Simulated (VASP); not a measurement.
# AlN (P6_3mc) in VASP: further runs

The runs below take AlN through single point, with PBE.

All numbers are computed with VASP 6.6.1; they aren't measurements. Logs are shortened: lines on timing, memory, paths and dates and some standing lists are left out, and cuts for length are marked.

## 1. The cell of the first run

The structure is hexagonal, space group P6_3mc (No. 186). Conventional cell: a = 3.111 Å, b = 3.111 Å, c = 4.978 Å, α = 90.00°, β = 90.00°, γ = 120.00°. Al (site symmetry 3m) has 4 N at 1.89 to 1.92 Å within 2.5 Å. Within 2.5 Å of N (site symmetry 3m) lie 4 Al at 1.89 to 1.92 Å.

## 2. Single point, PBE

Input file INCAR:

```
SYSTEM = AlN
PREC = Accurate
ENCUT = 520
EDIFF = 1E-6
ISMEAR = 0
SIGMA = 0.05
LREAL = .False.
LASPH = .True.
NELM = 100
ALGO = Normal
ISIF = 2
LWAVE = .False.
LCHARG = .False.
GGA = PE
NBANDS = 16
```

Input file KPOINTS:

```
Automatic mesh
0
Gamma
  12 12 6
  0 0 0
```

Input file POSCAR:

```
AlN
1.0
    3.1110021516      0.0000000000      0.0000000000
   -1.5555010758      2.6942068945      0.0000000000
    0.0000000000      0.0000000000      4.9780000000
Al N
2 2
Direct
    0.3333333333      0.6666666667      0.0000000000
    0.6666666667      0.3333333333      0.5000000000
    0.3333333333      0.6666666667      0.3850000000
    0.6666666667      0.3333333333      0.8850000000
```

Potentials or basis: VASP PAW PBE potentials, release 64 (Al, N).

Started as:

```bash
cat potpaw_PBE.64/Al/POTCAR potpaw_PBE.64/N/POTCAR > POTCAR
mpirun -np 1 vasp_std > vasp.out
```

OUTCAR:

```text
SYSTEM = AlN
   PREC = Accurate
   ENCUT = 520
   EDIFF = 1E-6
   ISMEAR = 0
   LREAL = .False.
   LASPH = .True.
   NELM = 100
   ISIF = 2
   GGA = PE

 ion  position               nearest neighbor table
   1  0.333  0.667  0.000-   4 1.89   4 1.89   4 1.89   3 1.92   2 3.07   2 3.07   2 3.07   2 3.07
                             2 3.07   2 3.07
   2  0.667  0.333  0.500-   3 1.89   3 1.89   3 1.89   4 1.92   1 3.07   1 3.07   1 3.07   1 3.07
                             1 3.07   1 3.07
   3  0.333  0.667  0.385-   2 1.89   2 1.89   2 1.89   1 1.92
   4  0.667  0.333  0.885-   1 1.89   1 1.89   1 1.89   2 1.92

  LATTYP: Found a hexagonal cell.
 ALAT       =     3.1110021516
 C/A-ratio  =     1.6001274694

  Lattice vectors:

 A1 = (   3.1110021516,   0.0000000000,   0.0000000000)
 A2 = (  -1.5555010758,   2.6942068945,   0.0000000000)
 A3 = (   0.0000000000,   0.0000000000,   4.9780000000)

Analysis of symmetry for initial positions (statically):
=====================================================================
 Subroutine PRICEL returns:
 Original cell was already a primitive cell.

 Routine SETGRP: Setting up the symmetry group for a
 hexagonal supercell.

 Subroutine GETGRP returns: Found 12 space group operations
 (whereof  6 operations were pure point group operations)
 out of a pool of 24 trial point group operations.

The static configuration has the point symmetry C_3v.
 The point group associated with its full space group is C_6v.

Analysis of symmetry for dynamics (positions and initial velocities):
=====================================================================
 Subroutine PRICEL returns:
 Original cell was already a primitive cell.

 Routine SETGRP: Setting up the symmetry group for a
 hexagonal supercell.

 Subroutine GETGRP returns: Found 12 space group operations
 (whereof  6 operations were pure point group operations)
 out of a pool of 24 trial point group operations.

The dynamic configuration has the point symmetry C_3v.
 The point group associated with its full space group is C_6v.

 Subroutine INISYM returns: Found 12 space group operations
 (whereof  6 operations are pure point group operations),
 and found     1 'primitive' translations

----------------------------------------------------------------------------------------

                                     Primitive cell

  volume of cell :      41.7240

  direct lattice vectors                    reciprocal lattice vectors
     3.111002152  0.000000000  0.000000000     0.321439829  0.185583372  0.000000000
    -1.555501076  2.694206895  0.000000000     0.000000000  0.371166744  0.000000000
     0.000000000  0.000000000  4.978000000     0.000000000  0.000000000  0.200883889

  length of vectors
     3.111002152  3.111002152  4.978000000     0.371166744  0.371166744  0.200883889

  position of ions in fractional coordinates (direct lattice)
     0.333333333  0.666666667  0.000000000
     0.666666667  0.333333333  0.500000000
     0.333333333  0.666666667  0.385000000
     0.666666667  0.333333333  0.885000000

  ion indices of the primitive-cell ions
   primitive index   ion index
                 1           1
                 2           2
                 3           3
                 4           4

----------------------------------------------------------------------------------------

 KPOINTS: Automatic mesh

Automatic generation of k-mesh.
 Grid dimensions read from file:
 generate k-points for:   12   12    6

 Generating k-lattice:

  Cartesian coordinates                     Fractional coordinates (reciprocal lattice)
     0.026786652  0.015465281  0.000000000     0.083333333  0.000000000  0.000000000
     0.000000000  0.030930562  0.000000000     0.000000000  0.083333333  0.000000000
     0.000000000  0.000000000  0.033480648     0.000000000  0.000000000  0.166666667

  Length of vectors
     0.030930562  0.030930562  0.033480648

  Shift w.r.t. Gamma in fractional coordinates (k-lattice)
     0.000000000  0.000000000  0.000000000

 Subroutine IBZKPT returns following result:
 ===========================================

 Found     76 irreducible k-points:

 Following reciprocal coordinates:
            Coordinates               Weight
  0.000000  0.000000  0.000000      1.000000
  0.083333  0.000000  0.000000      6.000000
  0.166667 -0.000000  0.000000      6.000000
  0.250000 -0.000000  0.000000      6.000000
  0.333333 -0.000000  0.000000      6.000000
  0.416667 -0.000000  0.000000      6.000000
[... 16 lines left out ...]
  0.250000 -0.000000  0.166667     12.000000
  0.333333 -0.000000  0.166667     12.000000
 [... further k-points ...]
   k-points           NKPTS =     76   k-points in BZ     NKDIM =     76   number of bands    NBANDS=     16
   number of dos      NEDOS =    301   number of ions     NIONS =      4
   total plane-waves  NPLWV =  23040
   dimension x,y,z NGX =    24 NGY =   24 NGZ =   40
   dimension x,y,z NGXF=    48 NGYF=   48 NGZF=   80
   ions per type =               2   2
   NGX,Y,Z   is equivalent  to a cutoff of  12.83, 12.83, 13.36 a.u.
   NGXF,Y,Z  is equivalent  to a cutoff of  25.65, 25.65, 26.72 a.u.
 SYSTEM =  AlN
   PREC   = accura    normal or accurate (medium, high low for compatibility)
   ISTART =      0    job   : 0-new  1-cont  2-samecut
   ICHARG =      2    charge: 1-file 2-atom 10-const
   ISPIN  =      1    spin polarized calculation?
   LNONCOLLINEAR =      F non collinear calculations
   LSORBIT =      F    spin-orbit coupling
   LASPH  =      T    aspherical Exc in radial PAW
   ENCUT  =  520.0 eV  38.22 Ry    6.18 a.u.   5.78  5.78  9.26*2*pi/ulx,y,z
   NELM   =    100;   NELMIN=  2; NELMDL= -5     # of ELM steps
   EDIFF  = 0.1E-05   stopping-criterion for ELM
   LREAL  =      F    real-space projection
   EDIFFG = 0.1E-04   stopping-criterion for IOM
   NSW    =      0    number of steps for IOM
   IBRION =     -1    ionic relax: 0-MD 1-quasi-New 2-CG
   NFREE  =      0    steps in history (QN), initial steepest desc. (CG)
   ISIF   =      2    stress and relaxation
   ISYM   =      2    0-nonsym 1-usesym 2-fastsym
   POTIM  = 0.5000    time-step for ionic-motion
   TEBEG  =    0.0;   TEEND  =   0.0 temperature during run
   PSTRESS=    0.0 pullay stress
   NELECT =      16.0000    total number of electrons
   NUPDOWN=      -1.0000    fix difference up-down
   EMIN   =  10.00;   EMAX   =-10.00  energy-range for DOS
   EFERMI =   0.00;   METHOD = LEGACY
   ISMEAR =     0;   SIGMA  =   0.05  broadening in eV -4-tet -1-fermi 0-gaus
   EFERMI_NEDOS =   21; number of points for ismear=-14 and -15
   IALGO  =     38    algorithm
   IMIX   =      4    mixing-type and parameters
     AMIX     =   0.40;   BMIX     =  1.00
     AMIX_MAG =   1.60;   BMIX_MAG =  1.00
  volume/ion in A,a.u.               =      10.43        70.39
  Fermi-wavevector in a.u.,A,eV,Ry     =   1.189377  2.247596 19.247033  1.414617
  Thomas-Fermi vector in A             =   2.325485
   LORBIT       =      0    0 simple, 1 ext, 2 COOP (PROOUT), +10 PAW based schemes
   GGA     = PE    functional components
   LHFCALC =     F    Hartree Fock is set to
   AEXX    =    0.0000 exact exchange contribution
   IVDW    =     0    specifies the selected vdW correction
   LEPSILON=     F    determine dielectric tensor
   LRPA    =     F    only Hartree local field effects (RPA)
 non-spin polarized calculation
 Gauss-broadening in eV      SIGMA  =   0.05
  energy-cutoff  :      520.00
  volume of cell :       41.72
 maximum number of plane-waves:      1152
 NGX is ok and might be reduce to    24

 number of electron      15.9999998 magnetization

 Free energy of the ion-electron system (eV)
  ---------------------------------------------------
  ext. energy  EPLUGINS =         0.00000000
  ---------------------------------------------------
  free energy    TOTEN  =       -29.76800423 eV

  energy without entropy =      -29.76800423  energy(sigma->0) =      -29.76800423

 E-fermi :   6.4391     XC(G=0): -10.9150

 val. band max:        6.2196135399   @ k =   0.0000   0.0000   0.0000
 cond. band min:      10.3845113694   @ k =   0.0000   0.0000   0.0000
 fundamental gap:      4.1648978295
 Fermi energy:         6.4390897133

 k-point     1 :       0.0000    0.0000    0.0000
  band No.  band energies     occupation
      1      -9.0311      2.00000
      2      -6.8808      2.00000
      3       0.1863      2.00000
      4       5.2726      2.00000
      5       5.2726      2.00000
      6       5.9253      2.00000
[... 8 lines left out ...]
     15      19.2834      0.00000
     16      19.2834      0.00000

 k-point     2 :       0.0833    0.0000    0.0000
  band No.  band energies     occupation
      1      -8.9424      2.00000
      2      -6.8304      2.00000
      3       0.2917      2.00000
      4       4.8628      2.00000
      5       5.1565      2.00000
      6       5.5166      2.00000
[... 8 lines left out ...]
     15      19.3338      0.00000
     16      19.3725      0.00000

 k-point     3 :       0.1667   -0.0000    0.0000
  band No.  band energies     occupation
      1      -8.6841      2.00000
      2      -6.6928      2.00000
      3       0.6026      2.00000
      4       3.8623      2.00000
      5       4.6457      2.00000
      6       4.8834      2.00000
[... 8 lines left out ...]
     15      18.5159      0.00000
     16      18.9800      0.00000

 k-point     4 :       0.2500   -0.0000    0.0000
  band No.  band energies     occupation
      1      -8.2817      2.00000
      2      -6.5107      2.00000
      3       1.1004      2.00000
      4       2.6932      2.00000
      5       3.6854      2.00000
      6       4.5697      2.00000
[... 8 lines left out ...]
     15      18.2679      0.00000
     16      19.4409      0.00000

 k-point     5 :       0.3333   -0.0000    0.0000
  band No.  band energies     occupation
      1      -7.7880      2.00000
      2      -6.3597      2.00000
      3       1.6475      2.00000
      4       1.7539      2.00000
      5       2.8259      2.00000
      6       4.2970      2.00000
[... 8 lines left out ...]
     15      18.2433      0.00000
     16      20.5558      0.00000

 k-point     6 :       0.4167   -0.0000    0.0000
  band No.  band energies     occupation
      1      -7.3059      2.00000
      2      -6.3238      2.00000
      3       0.9505      2.00000
      4       2.2000      2.00000
      5       2.4542      2.00000
      6       4.1157      2.00000
[... 8 lines left out ...]
     15      18.6849      0.00000
     16      21.3729      0.00000
[... 267 lines left out ...]
 k-point    21 :       0.0833    0.0000    0.1667
  band No.  band energies     occupation
      1      -8.8370      2.00000
      2      -7.0324      2.00000
      3       0.6485      2.00000
      4       4.9106      2.00000
      5       5.2033      2.00000
      6       5.2184      2.00000
[... 8 lines left out ...]
     15      18.8580      0.00000
     16      19.0254      0.00000

 k-point    22 :       0.1667   -0.0000    0.1667
  band No.  band energies     occupation
      1      -8.5825      2.00000
      2      -6.8773      2.00000
      3       0.9037      2.00000
      4       3.9323      2.00000
      5       4.4215      2.00000
      6       4.9406      2.00000
[... 8 lines left out ...]
     15      18.6594      0.00000
     16      19.0996      0.00000

 k-point    23 :       0.2500   -0.0000    0.1667
  band No.  band energies     occupation
      1      -8.1874      2.00000
      2      -6.6652      2.00000
      3       1.2435      2.00000
      4       2.8616      2.00000
      5       3.5110      2.00000
      6       4.6360      2.00000
[... 8 lines left out ...]
     15      18.5242      0.00000
     16      19.5105      0.00000

 k-point    24 :       0.3333   -0.0000    0.1667
  band No.  band energies     occupation
      1      -7.7058      2.00000
      2      -6.4718      2.00000
      3       1.2523      2.00000
      4       2.2229      2.00000
      5       2.8244      2.00000
      6       4.3696      2.00000
[... 8 lines left out ...]
     15      18.5726      0.00000
     16      20.4634      0.00000

 [... further k-points ...]

------------------------ aborting loop because EDIFF is reached ----------------------------------------

  FORCE on cell =-STRESS in cart. coord.  units (eV):
  Direction    XX          YY          ZZ          XY          YZ          ZX
  --------------------------------------------------------------------------------------
  -------------------------------------------------------------------------------------
  Total        1.1450182      1.1450182      0.6756675      0.0000000      0.0000000      0.0000000
  in kB       43.9680111     43.9680111     25.9452255      0.0000000      0.0000000      0.0000000
  external PRESSURE =      37.9604159 kB  Pullay stress =       0.0000000 kB

 VOLUME and BASIS-vectors are now :
 -----------------------------------------------------------------------------
  energy-cutoff  :      520.00
  volume of cell :       41.72
      direct lattice vectors                 reciprocal lattice vectors
     3.111002152  0.000000000  0.000000000     0.321439829  0.185583372  0.000000000
    -1.555501076  2.694206895  0.000000000     0.000000000  0.371166744  0.000000000
     0.000000000  0.000000000  4.978000000     0.000000000  0.000000000  0.200883889

 POSITION                                       TOTAL-FORCE (eV/Angst)
 -----------------------------------------------------------------------------------
     -0.00000      1.79614      0.00000         0.000000      0.000000      0.181433
      1.55550      0.89807      2.48900        -0.000000      0.000000      0.181433
     -0.00000      1.79614      1.91653        -0.000000      0.000000     -0.181433
      1.55550      0.89807      4.40553         0.000000     -0.000000     -0.181433
 -----------------------------------------------------------------------------------
    total drift:                               -0.000000      0.000000      0.000504

  FREE ENERGIE OF THE ION-ELECTRON SYSTEM (eV)
  ---------------------------------------------------
  free  energy   TOTEN  =       -29.7680042278 eV

  energy  without entropy=      -29.7680042278  energy(sigma->0) =      -29.76800423
```

It took 66 s on 1 thread of AMD EPYC 7R43 (Zen 3), shared host; peak memory 0.15 GiB.

What came out:

| Quantity | Value |
| --- | --- |
| Free energy | -29.7680 eV |
| Pressure | 3.8 GPa |
| Largest force | 0.181 eV/Å |
| Band gap on the k mesh | 4.16 eV, direct |

Forces on the atoms (eV/Å):
```
Al   0.000  0.000  0.181
Al   0.000  0.000  0.181
N    0.000  0.000 -0.181
N    0.000  0.000 -0.181
```

## 3. Single point, PBE

This run uses another cell than the first one: it holds 8 atoms, not 4.

Input file INCAR:

```
ALGO = Normal
EDIFF = 1E-6
ENCUT = 520
GGA = PE
ISIF = 2
ISMEAR = 0
LASPH = True
LCHARG = False
LREAL = False
LWAVE = False
NBANDS = 26
NELM = 80
PREC = Accurate
SIGMA = 0.05
```

Input file KPOINTS:

```
k-points
0
Gamma
  8 8 3
```

Input file POSCAR:

```
AlN
1.0
   -3.1110021516      0.0000000000      0.0000000000
   -1.5555010758     -2.6942068945      0.0000000000
    0.0000000000      0.0000000000      9.9560000000
Al N
4 4
Direct
    0.3333333333      0.3333333333      0.0000000000
    0.3333333333      0.3333333333      0.5000000000
    0.6666666667      0.6666666667      0.2500000000
    0.6666666667      0.6666666667      0.7500000000
    0.3333333333      0.3333333333      0.1925000000
    0.3333333333      0.3333333333      0.6925000000
    0.6666666667      0.6666666667      0.4425000000
    0.6666666667      0.6666666667      0.9425000000
```

Potentials or basis: VASP PAW PBE potentials, release 64 (Al, N).

Started as:

```bash
cat potpaw_PBE.64/Al/POTCAR potpaw_PBE.64/N/POTCAR > POTCAR
mpirun -np 1 vasp_std > vasp.out
```

It took 52 s on 1 thread of Intel Xeon Platinum 8259CL at 2.50GHz (Skylake/Cascade Lake), shared host; peak memory 0.2 GiB.

The run converged. Its results:

```yaml
Free_energy: -59.5359 eV
Pressure: 3.8 GPa
Largest_force: 0.181 eV/Å
Band_gap_on_the_k_mesh: 4.16 eV
```

Forces in eV/Å, atoms in the order of the input:
```
Al   0.000  0.000  0.181
Al   0.000  0.000  0.181
Al   0.000  0.000  0.181
Al   0.000  0.000  0.181
N    0.000  0.000 -0.181
N    0.000  0.000 -0.181
N    0.000  0.000 -0.181
N    0.000  0.000 -0.181
```

Stress tensor (GPa, compression positive):
```
4.39 0.00 0.00
0.00 4.39 0.00
0.00 0.00 2.58
```

Levels at points of the mesh, in eV from the valence-band top:
```csv
k point,band 14,band 15,band 16,band 17,band 18,band 19
"(0.00, 0.00, 0.00)",-0.29,-0.29,0.00,4.16,6.44,6.44
"(0.50, 0.00, 0.00)",-1.39,-1.39,-0.77,5.27,5.27,5.77
```
